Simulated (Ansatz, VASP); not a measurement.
One calculation of Al, two programs

INCAR

```
ALGO = Normal ; EDIFF = 1E-6
ENCUT = 520 ; GGA = RE
ISIF = 2 ; ISMEAR = -1
LASPH = T ; LCHARG = F
LREAL = F ; LWAVE = F
NBANDS = 10 ; NELM = 60
PREC = Accurate ; SIGMA = 0.1
```

The input KPOINTS:

```
k-points
0
Gamma
  18 18 12
```

Contents of POSCAR:

```
Al
1.0
   -3.4432398211      3.0172940532      1.4311283893
    3.0172940532     -3.4432398211      1.4311283893
    2.5026215626      2.5026215626     -2.2112488435
Al
2
Direct
    0.9895493806      0.0104506194      0.0000000000
    0.7604506194      0.2395493806      0.5000000000
```

Input for Ansatz:

```yaml
crystal:
  lattice:
    - [-3.4432398211, 3.0172940532, 1.4311283893]
    - [3.0172940532, -3.4432398211, 1.4311283893]
    - [2.5026215626, 2.5026215626, -2.2112488435]
  atoms:
    - { symbol: Al, position: [0.9895493806, 0.0104506194, 0.0] }
    - { symbol: Al, position: [0.7604506194, 0.2395493806, 0.5] }
hamiltonian:
  xc: revpbe
  pseudopotentials:
    kind: paw
    azcp:
      Al: "pseudopotentials/Al.paw.azcp"
basis:
  ecutwfc: 420
  fft_grid_basis: typed
kpoints:
  mp_grid: { grid: [18, 18, 12], shift: [0, 0, 0] }
magnetization:
  spin_polarized: false
scf:
  occupations: { method: fermi_dirac, width: 0.1 }
  lower_state_search: "off"
output:
  stress: true
```

Alike in both runs: task single point; functional revPBE; k mesh 18 × 18 × 12; occupations fermi-dirac, width 0.1 eV; no spin polarisation.

|  | VASP | Ansatz |
| --- | --- | --- |
| version | VASP 6.6.1 | Ansatz 0.2.0 |
| potentials or method | VASP PAW PBE potentials, release 64 (Al), cutoff 520 eV | plane waves (420 eV) with PAW, scalar-relativistic |
| valence electrons in the cell | 6 | 6 |

VASP gave:

| Property | Result |
| --- | --- |
| pressure (GPa) | -6.2 |
| traceless stress, the component that is largest in VASP (GPa) | 0.30 |

Problem. Estimate Ansatz's values.

Solution. Pressure (GPa): -6.1; traceless stress, the component that is largest in VASP (GPa): 0.30.

VASP's potentials were made for PBE, not for revPBE. With one functional, cell and mesh, what is left measures potentials, basis and numerics.
